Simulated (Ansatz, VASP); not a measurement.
Si3N4: VASP beside Ansatz

File INCAR:

```
SYSTEM = Si3N4
  PREC = Accurate
  ENCUT = 520
  EDIFF = 1E-7
  ISMEAR = -1
  SIGMA = 0.05
  LREAL = .FALSE.
  LASPH = .TRUE.
  NELM = 100
  ALGO = Normal
  ISIF = 2
  LWAVE = .FALSE.
  LCHARG = .FALSE.
  GGA = PE
  NBANDS = 25
```

Contents of KPOINTS:

```
regular mesh
0
G
  7 7 7
  0 0 0
```

The input POSCAR:

```
Si3N4
1.0
    4.1307800000      0.0000000000      0.0000000000
    0.0000000000      4.1307800000      0.0000000000
    0.0000000000      0.0000000000      4.1307800000
Si N
3 4
Direct
    0.0000000000      0.0000000000      0.5000000000
    0.5000000000      0.0000000000      0.0000000000
    0.0000000000      0.5000000000      0.0000000000
    0.2395200000      0.2395200000      0.7604800000
    0.7604800000      0.7604800000      0.7604800000
    0.2395200000      0.7604800000      0.2395200000
    0.7604800000      0.2395200000      0.2395200000
```

input.yaml

```yaml
crystal:
  lattice:
    - [4.13078, 0.0, 0.0]
    - [0.0, 4.13078, 0.0]
    - [0.0, 0.0, 4.13078]
  atoms:
    - { symbol: Si, position: [0.0, 0.0, 0.5] }
    - { symbol: Si, position: [0.5, 0.0, 0.0] }
    - { symbol: Si, position: [0.0, 0.5, 0.0] }
    - { symbol: "N", position: [0.23952, 0.23952, 0.76048] }
    - { symbol: "N", position: [0.76048, 0.76048, 0.76048] }
    - { symbol: "N", position: [0.23952, 0.76048, 0.23952] }
    - { symbol: "N", position: [0.76048, 0.23952, 0.23952] }
kpoints:
  mp_grid: { grid: [7, 7, 7] }
scf:
  occupations: { method: fermi_dirac, width: 0.05 }
hamiltonian:
  xc: pbe
  pseudopotentials: { kind: all_electron, lapw: { basis_error: 0.001 } }
output:
  forces: true
  stress: true
  eigenvalues: true
  populations: true
```

Alike in both runs: task single point; functional PBE; k mesh 7 × 7 × 7; occupations fermi-dirac, width 0.05 eV; no spin polarisation.

|  | VASP | Ansatz |
| --- | --- | --- |
| version | VASP 6.6.1 | Ansatz 0.2.0 |
| potentials or method | VASP PAW PBE potentials, release 64 (Si, N), cutoff 520 eV | all-electron LAPW, scalar-relativistic |

Ansatz gave:

| Item | Value |
| --- | --- |
| gap on the k mesh at the Fermi level (eV) | 2.74 |
| least direct gap on the mesh (eV) | 2.92 |
| pressure (GPa) | 0.0 |
| rms of the force components (eV/Å) | 0.003 |

Problem. Which values does VASP return?

Solution. gap on the k mesh at the Fermi level (eV): 2.74; least direct gap on the mesh (eV): 2.92; pressure (GPa): -0.2; rms of the force components (eV/Å): 0.008.

Atom by atom the forces differ by 0.010 eV/Å (rms over components). Ansatz ran all-electron here, and VASP with PAW potentials.
